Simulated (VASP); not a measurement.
Wanted: the native input for a VASP 6.6.1 run.

| Item | Value |
| --- | --- |
| Task | single point |
| Functional | r2SCAN |
| Potentials or basis | VASP PAW PBE potentials, release 64 (B, As) |
| Cutoff | 520 eV |
| k mesh | 10 × 10 × 10 |
| Occupations | gaussian, width 0.05 eV |
| Spin | no spin polarisation |
| Dipole correction | no |
| Further INCAR settings | ALGO = Normal; EDIFF = 1e-06; NBANDS = 11 |

Crystal: BAs.

```
CELL_PARAMETERS angstrom
0.00000 2.38850 2.57958
2.38850 0.00000 2.57958
2.38850 2.38850 0.00000
ATOMIC_POSITIONS crystal
B 0.00000 0.00000 0.00000
As 0.75000 0.75000 0.75000
```

This cell differs from its parent crystal: strain +0.000 along x and y, +0.080 along z.

These files were run (other wordings do the same):

POSCAR

```
BAs
1.0
    0.0000000000      2.3885000000      2.5795800000
    2.3885000000      0.0000000000      2.5795800000
    2.3885000000      2.3885000000      0.0000000000
B As
1 1
Direct
    0.0000000000      0.0000000000      0.0000000000
    0.7500000000      0.7500000000      0.7500000000
```

INCAR.step1

```
PREC = Accurate
ENCUT = 520
ISMEAR = 0
SIGMA = 0.05
LREAL = F
LASPH = T
NELM = 80
NBANDS = 11
GGA = PE
ALGO = Normal
EDIFF = 1E-4
LWAVE = T
LCHARG = F
```

INCAR.step2

```
PREC = Accurate
ENCUT = 520
EDIFF = 1E-6
ISMEAR = 0
SIGMA = 0.05
LREAL = F
LASPH = T
NELM = 80
ALGO = Normal
ISIF = 2
LWAVE = F
LCHARG = T
METAGGA = R2SCAN
LMIXTAU = T
LELF = T
LVHAR = T
NBANDS = 11
ISTART = 1
```

KPOINTS

```
Automatic mesh
0
Gamma
  10 10 10
```

Potentials or basis: VASP PAW PBE potentials, release 64 (B, As).

The run is started by

```sh
$ cat potpaw_PBE.64/B/POTCAR potpaw_PBE.64/As/POTCAR > POTCAR
$ cp INCAR.step1 INCAR
$ mpirun -np 1 vasp_std > vasp.out
$ cp INCAR.step2 INCAR
$ mpirun -np 1 vasp_std > vasp.out
```

It gave:

```json
{
 "Pressure": "-8.6 GPa",
 "Band gap on the k mesh": "0.86 eV, indirect (least direct gap 2.95 eV)"
}
```

Caveat: the cell differs from its parent crystal (strain +0.000 along x and y, +0.080 along z); the PAW data sets were made with another functional, which shifts forces and pressure a little.

Wall time 2.9 min on 1 thread of Intel(R) Xeon(R) Platinum 8259CL CPU @ 2.50GHz (Skylake/Cascade Lake), on a shared host, peak memory 0.19 GiB.
